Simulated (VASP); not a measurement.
# HfF2 (Fm-3m) in VASP: a series of runs

Runs on HfF2. Level: PBE. Tasks: single point, relaxation of cell and atoms.

Everything below comes from runs of VASP 6.6.1. Logs are shortened: lines on timing, memory, paths and dates and some standing lists are left out, and cuts for length are marked.

### 1 The cell of the first run

The structure is cubic, space group Fm-3m (No. 225). Conventional cell: a = 5.397 Å, b = 5.397 Å, c = 5.397 Å, α = 90.00°, β = 90.00°, γ = 90.00°. Hf (site symmetry m-3m) has 8 F at 2.34 Å within 3.1 Å. F (site symmetry -43m) has 4 Hf at 2.34 Å and 6 F at 2.70 Å within 3.1 Å.

### 2 Single point, PBE

INCAR reads:

```
SYSTEM = HfF2
ALGO = Normal
EDIFF = 1E-6
ENCUT = 520
GGA = PE
ISIF = 2
ISMEAR = 0
LASPH = .True.
LCHARG = .False.
LREAL = .False.
LWAVE = .False.
NBANDS = 19
NELM = 100
PREC = Accurate
SIGMA = 0.1
```

KPOINTS reads:

```
k-points
0
Gamma
  14 14 14
  0 0 0
```

POSCAR reads:

```
HfF2
1.0
    0.0000000000      2.6983227764      2.6983227764
    2.6983227764      0.0000000000      2.6983227764
    2.6983227764      2.6983227764      0.0000000000
Hf F
1 2
Direct
    0.0000000000      0.0000000000      0.0000000000
    0.2500000000      0.2500000000      0.2500000000
    0.7500000000      0.7500000000      0.7500000000
```

Potentials or basis: VASP PAW PBE potentials, release 64 (Hf_pv, F).

Launch:

```bash
$ cat potpaw_PBE.64/Hf_pv/POTCAR potpaw_PBE.64/F/POTCAR > POTCAR
$ mpirun -np 1 vasp_std > vasp.out
```

OUTCAR:

```text
SYSTEM = HfF2
   EDIFF = 1E-6
   ENCUT = 520
   GGA = PE
   ISIF = 2
   ISMEAR = 0
   LASPH = .True.
   LREAL = .False.
   NELM = 100
   PREC = Accurate

 ion  position               nearest neighbor table
   1  0.000  0.000  0.000-   2 2.34   3 2.34   3 2.34   3 2.34   3 2.34   2 2.34   2 2.34   2 2.34

   2  0.250  0.250  0.250-   1 2.34   1 2.34   1 2.34   1 2.34
   3  0.750  0.750  0.750-   1 2.34   1 2.34   1 2.34   1 2.34

  LATTYP: Found a face centered cubic cell.
 ALAT       =     5.3966455528

  Lattice vectors:

 A1 = (   0.0000000000,   2.6983227764,   2.6983227764)
 A2 = (   2.6983227764,   0.0000000000,   2.6983227764)
 A3 = (   2.6983227764,   2.6983227764,   0.0000000000)

Analysis of symmetry for initial positions (statically):
=====================================================================
 Subroutine PRICEL returns:
 Original cell was already a primitive cell.

 Routine SETGRP: Setting up the symmetry group for a
 face centered cubic supercell.

 Subroutine GETGRP returns: Found 48 space group operations
 (whereof 48 operations were pure point group operations)
 out of a pool of 48 trial point group operations.

The static configuration has the point symmetry O_h .

Analysis of symmetry for dynamics (positions and initial velocities):
=====================================================================
 Subroutine PRICEL returns:
 Original cell was already a primitive cell.

 Routine SETGRP: Setting up the symmetry group for a
 face centered cubic supercell.

 Subroutine GETGRP returns: Found 48 space group operations
 (whereof 48 operations were pure point group operations)
 out of a pool of 48 trial point group operations.

The dynamic configuration has the point symmetry O_h .

 Subroutine INISYM returns: Found 48 space group operations
 (whereof 48 operations are pure point group operations),
 and found     1 'primitive' translations

----------------------------------------------------------------------------------------

                                     Primitive cell

  volume of cell :      39.2927

  direct lattice vectors                    reciprocal lattice vectors
     0.000000000  2.698322776  2.698322776    -0.185300293  0.185300293  0.185300293
     2.698322776  0.000000000  2.698322776     0.185300293 -0.185300293  0.185300293
     2.698322776  2.698322776  0.000000000     0.185300293  0.185300293 -0.185300293

  length of vectors
     3.816004666  3.816004666  3.816004666     0.320949521  0.320949521  0.320949521

  position of ions in fractional coordinates (direct lattice)
     0.000000000  0.000000000  0.000000000
     0.250000000  0.250000000  0.250000000
     0.750000000  0.750000000  0.750000000

  ion indices of the primitive-cell ions
   primitive index   ion index
                 1           1
                 2           2
                 3           3

----------------------------------------------------------------------------------------

 KPOINTS: k-points

Automatic generation of k-mesh.
 Grid dimensions read from file:
 generate k-points for:   14   14   14

 Generating k-lattice:

  Cartesian coordinates                     Fractional coordinates (reciprocal lattice)
    -0.013235735  0.013235735  0.013235735     0.071428571  0.000000000  0.000000000
     0.013235735 -0.013235735  0.013235735     0.000000000  0.071428571  0.000000000
     0.013235735  0.013235735 -0.013235735     0.000000000  0.000000000  0.071428571

  Length of vectors
     0.022924966  0.022924966  0.022924966

  Shift w.r.t. Gamma in fractional coordinates (k-lattice)
     0.000000000  0.000000000  0.000000000

 Subroutine IBZKPT returns following result:
 ===========================================

 Found    104 irreducible k-points:

 Following reciprocal coordinates:
            Coordinates               Weight
  0.000000  0.000000  0.000000      1.000000
  0.071429  0.000000  0.000000      8.000000
  0.142857  0.000000  0.000000      8.000000
  0.214286  0.000000  0.000000      8.000000
  0.285714  0.000000  0.000000      8.000000
  0.357143  0.000000  0.000000      8.000000
[... 16 lines left out ...]
  0.214286  0.142857  0.000000     24.000000
  0.285714  0.142857  0.000000     24.000000
 [... further k-points ...]
   k-points           NKPTS =    104   k-points in BZ     NKDIM =    104   number of bands    NBANDS=     19
   number of dos      NEDOS =    301   number of ions     NIONS =      3
   total plane-waves  NPLWV =  21952
   dimension x,y,z NGX =    28 NGY =   28 NGZ =   28
   dimension x,y,z NGXF=    56 NGYF=   56 NGZF=   56
   ions per type =               1   2
   NGX,Y,Z   is equivalent  to a cutoff of  12.20, 12.20, 12.20 a.u.
   NGXF,Y,Z  is equivalent  to a cutoff of  24.40, 24.40, 24.40 a.u.
 SYSTEM =  HfF2
   PREC   = accura    normal or accurate (medium, high low for compatibility)
   ISTART =      0    job   : 0-new  1-cont  2-samecut
   ICHARG =      2    charge: 1-file 2-atom 10-const
   ISPIN  =      1    spin polarized calculation?
   LNONCOLLINEAR =      F non collinear calculations
   LSORBIT =      F    spin-orbit coupling
   LASPH  =      T    aspherical Exc in radial PAW
   ENCUT  =  520.0 eV  38.22 Ry    6.18 a.u.   7.10  7.10  7.10*2*pi/ulx,y,z
   NELM   =    100;   NELMIN=  2; NELMDL= -5     # of ELM steps
   EDIFF  = 0.1E-05   stopping-criterion for ELM
   LREAL  =      F    real-space projection
   EDIFFG = 0.1E-04   stopping-criterion for IOM
   NSW    =      0    number of steps for IOM
   IBRION =     -1    ionic relax: 0-MD 1-quasi-New 2-CG
   NFREE  =      0    steps in history (QN), initial steepest desc. (CG)
   ISIF   =      2    stress and relaxation
   ISYM   =      2    0-nonsym 1-usesym 2-fastsym
   POTIM  = 0.5000    time-step for ionic-motion
   TEBEG  =    0.0;   TEEND  =   0.0 temperature during run
   PSTRESS=    0.0 pullay stress
   NELECT =      24.0000    total number of electrons
   NUPDOWN=      -1.0000    fix difference up-down
   EMIN   =  10.00;   EMAX   =-10.00  energy-range for DOS
   EFERMI =   0.00;   METHOD = LEGACY
   ISMEAR =     0;   SIGMA  =   0.10  broadening in eV -4-tet -1-fermi 0-gaus
   EFERMI_NEDOS =   21; number of points for ismear=-14 and -15
   IALGO  =     38    algorithm
   IMIX   =      4    mixing-type and parameters
     AMIX     =   0.40;   BMIX     =  1.00
     AMIX_MAG =   1.60;   BMIX_MAG =  1.00
  volume/ion in A,a.u.               =      13.10        88.39
  Fermi-wavevector in a.u.,A,eV,Ry     =   1.389018  2.624864 26.250703  1.929372
  Thomas-Fermi vector in A             =   2.513089
   LORBIT       =      0    0 simple, 1 ext, 2 COOP (PROOUT), +10 PAW based schemes
   GGA     = PE    functional components
   LHFCALC =     F    Hartree Fock is set to
   AEXX    =    0.0000 exact exchange contribution
   IVDW    =     0    specifies the selected vdW correction
   LEPSILON=     F    determine dielectric tensor
   LRPA    =     F    only Hartree local field effects (RPA)
 non-spin polarized calculation
 Gauss-broadening in eV      SIGMA  =   0.10
  energy-cutoff  :      520.00
  volume of cell :       39.29
 maximum number of plane-waves:      1071
   NGX = 15   NGY = 15   NGZ = 15

 number of electron      23.9999978 magnetization

 Free energy of the ion-electron system (eV)
  ---------------------------------------------------
  ext. energy  EPLUGINS =         0.00000000
  ---------------------------------------------------
  free energy    TOTEN  =       -19.80038134 eV

  energy without entropy =      -19.78875903  energy(sigma->0) =      -19.79457018

 E-fermi :   6.5706     XC(G=0): -10.9662

 val. band max:        6.5688442152   @ k =   0.2857   0.1429   0.0714
 cond. band min:       6.5821700450   @ k =  -0.0714   0.0714   0.0000
 fundamental gap:      0.0133258298
 Fermi energy:         6.5705690575

 k-point     1 :       0.0000    0.0000    0.0000
  band No.  band energies     occupation
      1     -26.8050      2.00000
      2     -26.8050      2.00000
      3     -26.8050      2.00000
      4     -21.5906      2.00000
      5     -20.5962      2.00000
      6      -3.9899      2.00000
[... 11 lines left out ...]
     18      15.3138      0.00000
     19      15.3138      0.00000

 k-point     2 :       0.0714    0.0000    0.0000
  band No.  band energies     occupation
      1     -26.8220      2.00000
      2     -26.8062      2.00000
      3     -26.8062      2.00000
      4     -21.5573      2.00000
      5     -20.6100      2.00000
      6      -3.9614      2.00000
[... 11 lines left out ...]
     18      14.8918      0.00000
     19      15.4399      0.00000

 k-point     3 :       0.1429    0.0000    0.0000
  band No.  band energies     occupation
      1     -26.8685      2.00000
      2     -26.8097      2.00000
      3     -26.8096      2.00000
      4     -21.4676      2.00000
      5     -20.6475      2.00000
      6      -3.8798      2.00000
[... 11 lines left out ...]
     18      13.9965      0.00000
     19      15.8057      0.00000

 k-point     4 :       0.2143    0.0000    0.0000
  band No.  band energies     occupation
      1     -26.9332      2.00000
      2     -26.8146      2.00000
      3     -26.8146      2.00000
      4     -21.3450      2.00000
      5     -20.6950      2.00000
      6      -3.7567      2.00000
[... 11 lines left out ...]
     18      13.0229      0.00000
     19      16.3711      0.00000

 k-point     5 :       0.2857    0.0000    0.0000
  band No.  band energies     occupation
      1     -27.0019      2.00000
      2     -26.8200      2.00000
      3     -26.8200      2.00000
      4     -21.2284      2.00000
      5     -20.7295      2.00000
      6      -3.6105      2.00000
[... 11 lines left out ...]
     18      12.1194      0.00000
     19      16.7015      0.00000

 k-point     6 :       0.3571    0.0000    0.0000
  band No.  band energies     occupation
      1     -27.0613      2.00000
      2     -26.8249      2.00000
      3     -26.8249      2.00000
      4     -21.1555      2.00000
      5     -20.7284      2.00000
      6      -3.4662      2.00000
[... 11 lines left out ...]
     18      11.3721      0.00000
     19      16.7017      0.00000

 k-point     7 :       0.4286    0.0000    0.0000
  band No.  band energies     occupation
      1     -27.1011      2.00000
      2     -26.8283      2.00000
      3     -26.8283      2.00000
      4     -21.1312      2.00000
      5     -20.7010      2.00000
      6      -3.3552      2.00000
[... 11 lines left out ...]
     18      10.8861      0.00000
     19      16.7014      0.00000

 k-point     8 :       0.5000    0.0000    0.0000
  band No.  band energies     occupation
      1     -27.1151      2.00000
      2     -26.8295      2.00000
      3     -26.8295      2.00000
      4     -21.1281      2.00000
      5     -20.6861      2.00000
      6      -3.3122      2.00000
[... 256 lines left out ...]
 k-point    20 :      -0.1429    0.0714    0.0000
  band No.  band energies     occupation
      1     -26.8961      2.00000
      2     -26.8192      2.00000
      3     -26.8100      2.00000
      4     -21.4033      2.00000
      5     -20.6740      2.00000
      6      -3.8801      2.00000
[... 11 lines left out ...]
     18      13.6738      0.00000
     19      15.6307      0.00000

 k-point    21 :      -0.0714    0.0714    0.0000
  band No.  band energies     occupation
      1     -26.8466      2.00000
      2     -26.8116      2.00000
      3     -26.8070      2.00000
      4     -21.5050      2.00000
      5     -20.6318      2.00000
      6      -3.9449      2.00000
[... 11 lines left out ...]
     18      14.4591      0.00000
     19      15.4030      0.00000

 k-point    22 :       0.1429    0.1429    0.0000
  band No.  band energies     occupation
      1     -26.8791      2.00000
      2     -26.8163      2.00000
      3     -26.8163      2.00000
      4     -21.4235      2.00000
      5     -20.6673      2.00000
      6      -3.8922      2.00000
[... 11 lines left out ...]
     18      14.4180      0.00000
     19      15.5049      0.00000

 k-point    23 :       0.2143    0.1429    0.0000
  band No.  band energies     occupation
      1     -26.9228      2.00000
      2     -26.8228      2.00000
      3     -26.8221      2.00000
      4     -21.3259      2.00000
      5     -20.7080      2.00000
      6      -3.8209      2.00000
[... 11 lines left out ...]
     18      13.8762      0.00000
     19      15.6988      0.00000

 k-point    24 :       0.2857    0.1429    0.0000
  band No.  band energies     occupation
      1     -26.9770      2.00000
      2     -26.8332      2.00000
      3     -26.8280      2.00000
      4     -21.2092      2.00000
      5     -20.7520      2.00000
      6      -3.7125      2.00000
[... 11 lines left out ...]
     18      13.1214      0.00000
     19      16.0873      0.00000

 [... further k-points ...]

------------------------ aborting loop because EDIFF is reached ----------------------------------------

  FORCE on cell =-STRESS in cart. coord.  units (eV):
  Direction    XX          YY          ZZ          XY          YZ          ZX
  --------------------------------------------------------------------------------------
  -------------------------------------------------------------------------------------
  Total       -0.5398540     -0.5398540     -0.5398540      0.0000000      0.0000000      0.0000000
  in kB      -22.0127942    -22.0127942    -22.0127942      0.0000000      0.0000000      0.0000000
  external PRESSURE =     -22.0127942 kB  Pullay stress =       0.0000000 kB

 VOLUME and BASIS-vectors are now :
 -----------------------------------------------------------------------------
  energy-cutoff  :      520.00
  volume of cell :       39.29
      direct lattice vectors                 reciprocal lattice vectors
     0.000000000  2.698322776  2.698322776    -0.185300293  0.185300293  0.185300293
     2.698322776  0.000000000  2.698322776     0.185300293 -0.185300293  0.185300293
     2.698322776  2.698322776  0.000000000     0.185300293  0.185300293 -0.185300293

 POSITION                                       TOTAL-FORCE (eV/Angst)
 -----------------------------------------------------------------------------------
      0.00000      0.00000      0.00000        -0.000000     -0.000000     -0.000000
      1.34916      1.34916      1.34916        -0.000000     -0.000000      0.000000
      4.04748      4.04748      4.04748         0.000000      0.000000     -0.000000
 -----------------------------------------------------------------------------------
    total drift:                                0.000000      0.000000      0.000000

  FREE ENERGIE OF THE ION-ELECTRON SYSTEM (eV)
  ---------------------------------------------------
  free  energy   TOTEN  =       -19.8003813352 eV

  energy  without entropy=      -19.7887590305  energy(sigma->0) =      -19.79457018
```

It took 36 s on 1 thread of Intel Xeon 6975P-C (Granite Rapids), shared host; peak memory 0.2 GiB.

What came out:

- Free energy: -19.8004 eV
- Pressure: -2.2 GPa
- Band gap on the k mesh: zero (bands 12 and 13 overlap by 0.44 eV)

Levels at points of the mesh, in eV from the Fermi level:
```tsv
k point	band 10	band 11	band 12	band 13	band 14	band 15
(0.00, 0.00, 0.00)	-8.27	-8.27	-2.06	-0.06	-0.06	3.17
(0.50, 0.00, 0.00)	-8.92	-8.92	0.28	0.28	0.89	2.49
(0.50, 0.50, 0.00)	-8.53	-7.99	-1.02	0.64	1.15	2.51
```

Caveat: spin-orbit coupling is left out, which moves the levels of the heavy elements.

### 3 Relaxation of cell and atoms, PBE

This run uses another cell than the first one, of 13.31 Å³/atom.

INCAR reads:

```
  PREC = Accurate
  ENCUT = 600
  EDIFF = 1E-6
  ISMEAR = 0
  SIGMA = 0.1
  LREAL = F
  LASPH = T
  NELM = 80
  ALGO = Normal
  ISIF = 3
  LWAVE = F
  LCHARG = F
  GGA = PE
  IBRION = 2
  NSW = 100
  EDIFFG = -0.01
```

KPOINTS reads:

```
regular mesh
0
Gamma
  14 14 14
```

POSCAR reads:

```
HfF2
1.0
    0.0000000000      2.7127422008      2.7127422008
    2.7127422008      0.0000000000      2.7127422008
    2.7127422008      2.7127422008      0.0000000000
Hf F
1 2
Direct
    0.0000000000      0.0000000000      0.0000000000
    0.2500000000      0.2500000000      0.2500000000
    0.7500000000      0.7500000000      0.7500000000
```

Potentials or basis: VASP PAW PBE potentials, release 64 (Hf_pv, F).

Launch:

```bash
$ cat potpaw_PBE.64/Hf_pv/POTCAR potpaw_PBE.64/F/POTCAR > POTCAR
$ mpirun -np 1 vasp_std > vasp.out
```

It took 72 s on 1 thread of Intel Xeon 6975P-C (Granite Rapids), shared host; peak memory 0.23 GiB.

It converged, with:

| Property | Result |
| --- | --- |
| Free energy | -19.8130 eV |
| Relaxed volume | 12.82 Å³/atom |
| Relaxed cell | a = 3.789 Å, b = 3.789 Å, c = 3.789 Å, α = 60.00°, β = 60.00°, γ = 60.00° |
| Space group after relaxing (to 0.1 Å) | Fm-3m (No. 225) |
| Energy gained by relaxing | 6.2 meV/atom |
| Ionic steps | 3 |
| Pressure after relaxing | 0.0 GPa |
| Band gap on the k mesh | zero (bands 12 and 13 overlap by 0.41 eV) |

Step by step:
```tsv
step	energy change (eV)	largest force (eV/Å)	pressure (GPa)	volume (Å³)
1	0.0000	0.0000	-3.96	39.93
2	-0.0170	0.0000	1.25	38.06
3	-0.0186	0.0000	0.01	38.46
```

Final structure:
```xyz
3
Lattice="0.0000 2.6792 2.6792 2.6792 0.0000 2.6792 2.6792 2.6792 0.0000" Properties=species:S:1:pos:R:3 pbc="T T T"
Hf    0.0000    0.0000    0.0000
F     1.3396    1.3396    1.3396
F     4.0188    4.0188    4.0188
```

Levels at points of the mesh, in eV from the Fermi level:
```csv
k point,band 8,band 9,band 10,band 11,band 12,band 13,band 14,band 15,band 16
"(0.00, 0.00, 0.00)",-10.75,-8.39,-8.39,-8.39,-2.03,-0.07,-0.07,3.28,3.28
"(0.50, 0.00, 0.00)",-9.82,-9.50,-9.05,-9.05,0.28,0.28,0.96,2.50,2.81
"(0.50, 0.50, 0.00)",-9.96,-8.66,-8.66,-8.11,-1.06,0.69,1.19,2.59,2.59
```

Caveat: spin-orbit coupling is left out, which moves the levels of the heavy elements.
